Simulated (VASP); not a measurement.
The system is TiSi2.

```
CELL_PARAMETERS angstrom
0.00000 4.11752 4.26290
2.38951 0.00000 4.26290
2.38951 4.11752 0.00000
ATOMIC_POSITIONS crystal
Ti 0.75000 0.75000 0.75000
Ti 0.50000 0.50000 0.50000
Si 0.41257 0.08743 0.41257
Si 0.08743 0.41257 0.08743
Si 0.16257 0.83743 0.16257
Si 0.83743 0.16257 0.83743
```

```yaml
Program: VASP 6.6.1
Task: relaxation of cell and atoms
Functional: BLYP
Potentials_or_basis: VASP PAW PBE potentials, release 64 (Ti_sv, Si)
Cutoff: 600 eV
k_mesh: 7 × 7 × 7
Occupations: fermi-dirac, width 0.05 eV
Spin: no spin polarisation
```

At the start: pressure 9.4 GPa; volume 13.98 Å³/atom.

**Question.** How do energy, volume and symmetry change on relaxing?

**Answer.** Over 10 steps the energy falls by 28.4 meV/atom and the volume is 15.01 Å³/atom (+7.4 %); space group Fddd (No. 70, to 0.05 Å).

The path:
```
step  energy change (eV)  largest force (eV/Å)  pressure (GPa)  volume (Å³)
   1              0.0000                0.0213            9.35        83.88
   2             -0.0932                0.0118           -5.02        94.19
   3             -0.1637                0.0029           -0.06        89.86
   4             -0.1701                0.0149            0.00        90.04
   5             -0.1702                0.0162            0.01        90.06
   6             -0.1702                0.0145           -0.01        90.07
   7             -0.1703                0.0133           -0.02        90.09
   8             -0.1703                0.0108           -0.06        90.11
   9             -0.1703                0.0126           -0.04        90.10
  10             -0.1703                0.0091            0.00        90.07
```

Final structure:
```
CELL_PARAMETERS angstrom
0.00000 4.23884 4.32423
2.45685 0.00000 4.32423
2.45685 4.23884 0.00000
ATOMIC_POSITIONS crystal
Ti 0.75000 0.75000 0.75000
Ti 0.50000 0.50000 0.50000
Si 0.41295 0.08705 0.41295
Si 0.08705 0.41295 0.08705
Si 0.16295 0.83705 0.16295
Si 0.83705 0.16295 0.83705
```

Caveat: the PAW data sets were made with another functional, which shifts forces and pressure a little.
